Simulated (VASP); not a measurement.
Here is a VASP 6.6.1 calculation.

File INCAR:

```
PREC = Accurate
ENCUT = 600
EDIFF = 1E-6
ISMEAR = 0
SIGMA = 0.1
LREAL = False
LASPH = True
NELM = 200
ALGO = Normal
ISIF = 2
LWAVE = False
LCHARG = False
GGA = PE
NBANDS = 27
GGA_COMPAT = False
LMAXMIX = 6
```

KPOINTS

```
Automatic mesh
0
Gamma
  4 4 4
```

Contents of POSCAR:

```
Tb2GeO
1.0
    4.6670354706      0.0000000000      0.0000000000
    0.0000000000      4.6670354706      0.0000000000
    0.0000000000      0.0000000000      3.9347237570
Tb Ge O
2 1 1
Direct
    0.5000000000      0.0000000000      0.5000000000
    0.0000000000      0.5000000000      0.5000000000
    0.5000000000      0.5000000000      0.0000000000
    0.0000000000      0.0000000000      0.5000000000
```

Potentials or basis: VASP PAW PBE potentials, release 64 (Tb_3, Ge_d, O), 4f in core.

Run with:

```console
$ cat potpaw_PBE.64/Tb_3/POTCAR potpaw_PBE.64/Ge_d/POTCAR potpaw_PBE.64/O/POTCAR > POTCAR
$ mpirun -np 1 vasp_std > vasp.out
```

Estimate the band gap on the k mesh.

zero (bands 19 and 20 overlap by 0.66 eV).

What does it give for the pressure?

0.5 GPa.

Stress tensor (GPa, compression positive):
```
 0.99  0.00  0.00
 0.00  0.99  0.00
 0.00  0.00 -0.60
```

Caveat: the k points lie up to 0.40 Å⁻¹ apart, too coarse for converged energies and pressures of a metal; spin-orbit coupling is left out, which moves the levels of the heavy elements; the 4f electrons are frozen in the core, so they carry no moment and show no levels; the run has no spin polarisation, though such a crystal can be magnetic. With open d or f shells a metallic result of PBE can be an artefact of self-interaction; +U or a hybrid may open a gap.
